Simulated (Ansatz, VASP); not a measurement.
# One calculation of P, two programs

```xyz
1
Lattice="-1.2110 1.2110 1.2110 1.2110 -1.2110 1.2110 1.2110 1.2110 -1.2110" Properties=species:S:1:pos:R:3 pbc="T T T"
P     0.0000    0.0000    0.0000
```

Change from the starting cell: volume scaled by 0.5, PAW files.

Alike in both runs: task single point; functional PBE; k mesh 17 × 17 × 17; occupations fermi-dirac, width 0.1 eV; no spin polarisation.

```csv
,VASP,Ansatz
version,VASP 6.6.1,Ansatz 0.2.0
potentials or method,"VASP PAW PBE potentials, release 64 (P)","PAW with Ansatz's default frozen-core files, scalar-relativistic"
plane-wave cutoff (eV),520,420
valence electrons in the cell,5,5
```

```tsv
	VASP	Ansatz	Ansatz less VASP
pressure (GPa)	276.6	280.7	+4.04
```

Both programs put the cell under a high pressure, so it lies far from rest at this level.

Noted on VASP's run: the cell as given lies far from equilibrium.
